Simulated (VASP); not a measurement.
# SnO2 in VASP: further runs, part 3 of 3

VASP 6.6.1. Earlier steps stand in the parts before.

### Step 6. Single point, PBEsol (uniaxial strain along c: +6.0 %, then relaxed in part)

Input file INCAR:

```
PREC     = Accurate       # precision mode
ENCUT    = 520            # plane-wave cutoff, eV
EDIFF    = 1E-6           # SCF threshold, eV
ISMEAR   = 0              # smearing method
SIGMA    = 0.02           # smearing width, eV
LREAL    = False          # projectors in reciprocal space
LASPH    = True           # aspherical terms in the spheres
NELM     = 100            # most SCF steps
ALGO     = Normal         # electronic algorithm
ISIF     = 2              # what is computed and relaxed
LWAVE    = False          # write WAVECAR
LCHARG   = True           # write CHGCAR
GGA      = PS             # functional
LELF     = True           # ELF
LVHAR    = True         
NBANDS   = 35             # bands
```

Input file KPOINTS:

```
regular mesh
0
Gamma
  6 6 8
```

Input file POSCAR:

```
SnO2
1.0
    4.6689126472      0.0000000000      0.0000000000
    0.0000000000      4.6689661852      0.0000000000
    0.0000000000      0.0000000000      3.4046978965
Sn O
2 4
Direct
    0.5000000000      0.5000000000      0.5000000000
    0.0000000000      0.0000000000      0.0000000000
    0.3079790103      0.3079718805      0.0000000000
    0.8079790103      0.1920281195      0.5000000000
    0.1920209897      0.8079718805      0.5000000000
    0.6920209897      0.6920281195      0.0000000000
```

Potentials or basis: VASP PAW PBE potentials, release 64 (Sn_d, O).

The run is started by

```
$ cat potpaw_PBE.64/Sn_d/POTCAR potpaw_PBE.64/O/POTCAR > POTCAR
$ mpirun -np 1 vasp_std > vasp.out
```

OUTCAR:

```text
PREC = Accurate
   ENCUT = 520
   EDIFF = 1E-6
   ISMEAR = 0
   LREAL = False
   LASPH = True
   NELM = 100
   ISIF = 2
   GGA = PS

 ion  position               nearest neighbor table
   1  0.500  0.500  0.500-   4 2.03   5 2.03   3 2.12   6 2.12   3 2.12   6 2.12   2 3.71   2 3.71
                             2 3.71   2 3.71   2 3.71   2 3.71   2 3.71   2 3.71
   2  0.000  0.000  0.000-   3 2.03   6 2.03   5 2.12   4 2.12   4 2.12   5 2.12   1 3.71   1 3.71
                             1 3.71   1 3.71   1 3.71   1 3.71   1 3.71   1 3.71
   3  0.308  0.308  0.000-   2 2.03   1 2.12   1 2.12
   4  0.808  0.192  0.500-   1 2.03   2 2.12   2 2.12
   5  0.192  0.808  0.500-   1 2.03   2 2.12   2 2.12
   6  0.692  0.692  0.000-   2 2.03   1 2.12   1 2.12

  LATTYP: Found a simple orthorhombic cell.
 ALAT       =     3.4046978965
 B/A-ratio  =     1.3713148095
 C/A-ratio  =     1.3713305342

  Lattice vectors:

 A1 = (   0.0000000000,   0.0000000000,   3.4046978965)
 A2 = (   4.6689126472,   0.0000000000,   0.0000000000)
 A3 = (   0.0000000000,   4.6689661852,   0.0000000000)

Analysis of symmetry for initial positions (statically):
=====================================================================
 Subroutine PRICEL returns:
 Original cell was already a primitive cell.

 Routine SETGRP: Setting up the symmetry group for a
 simple orthorhombic supercell.

 Subroutine GETGRP returns: Found  8 space group operations
 (whereof  4 operations were pure point group operations)
 out of a pool of  8 trial point group operations.

The static configuration has the point symmetry C_2h.
 The point group associated with its full space group is D_2h.

Analysis of symmetry for dynamics (positions and initial velocities):
=====================================================================
 Subroutine PRICEL returns:
 Original cell was already a primitive cell.

 Routine SETGRP: Setting up the symmetry group for a
 simple orthorhombic supercell.

 Subroutine GETGRP returns: Found  8 space group operations
 (whereof  4 operations were pure point group operations)
 out of a pool of  8 trial point group operations.

The dynamic configuration has the point symmetry C_2h.
 The point group associated with its full space group is D_2h.

 Subroutine INISYM returns: Found  8 space group operations
 (whereof  4 operations are pure point group operations),
 and found     1 'primitive' translations

----------------------------------------------------------------------------------------

                                     Primitive cell

  volume of cell :      74.2190

  direct lattice vectors                    reciprocal lattice vectors
     4.668912647  0.000000000  0.000000000     0.214182632  0.000000000  0.000000000
     0.000000000  4.668966185  0.000000000     0.000000000  0.214180176  0.000000000
     0.000000000  0.000000000  3.404697897     0.000000000  0.000000000  0.293711815

  length of vectors
     4.668912647  4.668966185  3.404697897     0.214182632  0.214180176  0.293711815

  position of ions in fractional coordinates (direct lattice)
     0.500000000  0.500000000  0.500000000
     0.000000000  0.000000000  0.000000000
     0.307979010  0.307971880  0.000000000
     0.807979010  0.192028120  0.500000000
     0.192020990  0.807971880  0.500000000
     0.692020990  0.692028120  0.000000000

  ion indices of the primitive-cell ions
   primitive index   ion index
[... 32 lines left out ...]

 Following reciprocal coordinates:
            Coordinates               Weight
  0.000000  0.000000  0.000000      1.000000
  0.166667  0.000000  0.000000      2.000000
  0.333333  0.000000  0.000000      2.000000
  0.500000  0.000000  0.000000      1.000000
  0.000000  0.166667  0.000000      2.000000
  0.166667  0.166667  0.000000      4.000000
[... 16 lines left out ...]
  0.333333  0.166667  0.125000      8.000000
  0.500000  0.166667  0.125000      4.000000
 [... further k-points ...]
   k-points           NKPTS =     80   k-points in BZ     NKDIM =     80   number of bands    NBANDS=     35
   number of dos      NEDOS =    301   number of ions     NIONS =      6
   total plane-waves  NPLWV =  36288
   dimension x,y,z NGX =    36 NGY =   36 NGZ =   28
   dimension x,y,z NGXF=    72 NGYF=   72 NGZF=   56
   ions per type =               2   4
   NGX,Y,Z   is equivalent  to a cutoff of  12.82, 12.82, 13.67 a.u.
   NGXF,Y,Z  is equivalent  to a cutoff of  25.64, 25.64, 27.34 a.u.
 SYSTEM =  unknown system
   PREC   = accura    normal or accurate (medium, high low for compatibility)
   ISTART =      0    job   : 0-new  1-cont  2-samecut
   ICHARG =      2    charge: 1-file 2-atom 10-const
   ISPIN  =      1    spin polarized calculation?
   LNONCOLLINEAR =      F non collinear calculations
   LSORBIT =      F    spin-orbit coupling
   LASPH  =      T    aspherical Exc in radial PAW
   ENCUT  =  520.0 eV  38.22 Ry    6.18 a.u.   8.68  8.68  6.33*2*pi/ulx,y,z
   NELM   =    100;   NELMIN=  2; NELMDL= -5     # of ELM steps
   EDIFF  = 0.1E-05   stopping-criterion for ELM
   LREAL  =      F    real-space projection
   EDIFFG = 0.1E-04   stopping-criterion for IOM
   NSW    =      0    number of steps for IOM
   IBRION =     -1    ionic relax: 0-MD 1-quasi-New 2-CG
   NFREE  =      0    steps in history (QN), initial steepest desc. (CG)
   ISIF   =      2    stress and relaxation
   ISYM   =      2    0-nonsym 1-usesym 2-fastsym
   POTIM  = 0.5000    time-step for ionic-motion
   TEBEG  =    0.0;   TEEND  =   0.0 temperature during run
   PSTRESS=    0.0 pullay stress
   NELECT =      52.0000    total number of electrons
   NUPDOWN=      -1.0000    fix difference up-down
   EMIN   =  10.00;   EMAX   =-10.00  energy-range for DOS
   EFERMI =   0.00;   METHOD = LEGACY
   ISMEAR =     0;   SIGMA  =   0.02  broadening in eV -4-tet -1-fermi 0-gaus
   EFERMI_NEDOS =   21; number of points for ismear=-14 and -15
   IALGO  =     38    algorithm
   IMIX   =      4    mixing-type and parameters
     AMIX     =   0.40;   BMIX     =  1.00
     AMIX_MAG =   1.60;   BMIX_MAG =  1.00
  volume/ion in A,a.u.               =      12.37        83.48
  Fermi-wavevector in a.u.,A,eV,Ry     =   1.454022  2.747703 28.765158  2.114179
  Thomas-Fermi vector in A             =   2.571221
   LORBIT       =      0    0 simple, 1 ext, 2 COOP (PROOUT), +10 PAW based schemes
   GGA     = PS    functional components
   LHFCALC =     F    Hartree Fock is set to
   AEXX    =    0.0000 exact exchange contribution
   IVDW    =     0    specifies the selected vdW correction
   LEPSILON=     F    determine dielectric tensor
   LRPA    =     F    only Hartree local field effects (RPA)
 non-spin polarized calculation
 Gauss-broadening in eV      SIGMA  =   0.02
  energy-cutoff  :      520.00
  volume of cell :       74.22
 maximum number of plane-waves:      2026
 NGX is ok and might be reduce to    36
   NGX = 17   NGY = 17   NGZ = 13

 number of electron      51.9999974 magnetization

 Free energy of the ion-electron system (eV)
  ---------------------------------------------------
  ext. energy  EPLUGINS =         0.00000000
  ---------------------------------------------------
  free energy    TOTEN  =       -39.46950203 eV

  energy without entropy =      -39.46950203  energy(sigma->0) =      -39.46950203

 E-fermi :   5.6915     XC(G=0): -11.3779

 val. band max:        5.5891275307   @ k =   0.0000   0.0000   0.0000
 cond. band min:       6.1205777995   @ k =   0.0000   0.0000   0.0000
 fundamental gap:      0.5314502688
 Fermi energy:         5.6915379898

 k-point     1 :       0.0000    0.0000    0.0000
  band No.  band energies     occupation
      1     -15.3316      2.00000
      2     -14.5261      2.00000
      3     -14.4653      2.00000
      4     -14.4504      2.00000
      5     -14.4201      2.00000
      6     -14.4201      2.00000
[... 901 lines left out ...]
     34      17.2527      0.00000
     35      17.9871      0.00000

 [... further k-points ...]
[... 5 lines left out ...]
  --------------------------------------------------------------------------------------
  -------------------------------------------------------------------------------------
  Total        0.2408516      0.2404616     -6.6168297     -0.0000000      0.0000000      0.0000000
  in kB        5.1993027      5.1908836   -142.8385661     -0.0000000      0.0000000      0.0000000
  external PRESSURE =     -44.1494600 kB  Pullay stress =       0.0000000 kB

 VOLUME and BASIS-vectors are now :
 -----------------------------------------------------------------------------
  energy-cutoff  :      520.00
  volume of cell :       74.22
      direct lattice vectors                 reciprocal lattice vectors
     4.668912647  0.000000000  0.000000000     0.214182632  0.000000000  0.000000000
     0.000000000  4.668966185  0.000000000     0.000000000  0.214180176  0.000000000
     0.000000000  0.000000000  3.404697897     0.000000000  0.000000000  0.293711815

 POSITION                                       TOTAL-FORCE (eV/Angst)
 -----------------------------------------------------------------------------------
      2.33446      2.33448      1.70235         0.000000     -0.000000      0.000000
      0.00000      0.00000      0.00000         0.000000     -0.000000      0.000000
      1.43793      1.43791      0.00000         0.002916      0.002944      0.000000
      3.77238      0.89657      1.70235         0.002916     -0.002944      0.000000
      0.89653      3.77239      1.70235        -0.002916      0.002944      0.000000
      3.23099      3.23106      0.00000        -0.002916     -0.002944     -0.000000
 -----------------------------------------------------------------------------------
    total drift:                                0.000000      0.000000      0.000000

  FREE ENERGIE OF THE ION-ELECTRON SYSTEM (eV)
  ---------------------------------------------------
  free  energy   TOTEN  =       -39.4695020290 eV

  energy  without entropy=      -39.4695020290  energy(sigma->0) =      -39.46950203
```

It took 6.5 min on 1 thread of AMD EPYC 7R13, shared host; peak memory 0.26 GiB.

What came out:

```yaml
Free_energy: -39.4695 eV
Pressure: -4.4 GPa
Largest_force: 0.004 eV/Å
Band_gap_on_the_k_mesh: 0.53 eV, direct
```

Forces on the atoms (eV/Å):
```
Sn   0.000  0.000  0.000
Sn   0.000  0.000  0.000
O    0.003  0.003  0.000
O    0.003 -0.003  0.000
O   -0.003  0.003  0.000
O   -0.003 -0.003  0.000
```

Stress tensor (GPa, compression positive):
```
  0.52   0.00   0.00
  0.00   0.52   0.00
  0.00   0.00 -14.28
```

Caveat: the cell differs from its parent crystal (uniaxial strain along c: +6.0 %, then relaxed in part); the PAW data sets were made with another functional, which shifts forces and pressure a little; spin-orbit coupling is left out, which moves the levels of the heavy elements.

### Step 7. The runs side by side

| task | cell | cutoff (eV) | gap on the mesh (eV) | pressure (GPa) | largest force (eV/Å) |
| --- | --- | --- | --- | --- | --- |
| single point | a = 4.769, b = 4.770, c = 3.212 Å, 6 atoms | 520 | 0.91 | 0.6 | 0.02 |
| relaxation of cell and atoms | relaxed from a = 4.788, b = 4.867, c = 3.241 Å, 6 atoms | 600 | 0.89 | 0.0 | - |
| single point | a = 4.769, b = 4.770, c = 3.019 Å, 6 atoms | 520 | 1.71 | 17.2 | 0.03 |
| single point | a = 4.701, b = 4.701, c = 3.340 Å, 6 atoms | 520 | 0.65 | -2.9 | - |
| single point | a = 4.669, b = 4.669, c = 3.405 Å, 6 atoms | 520 | 0.53 | -4.4 | - |

Alike in all rows: level PBEsol; potentials or basis VASP PAW PBE potentials, release 64 (Sn_d, O); no spin polarisation; k mesh 6 × 6 × 8; smearing gaussian 0.02 eV.

Caveats: the PAW data sets were made with another functional, which shifts forces and pressure a little; spin-orbit coupling is left out, which moves the levels of the heavy elements.

Absolute energies hang on the potentials; compare differences alone.
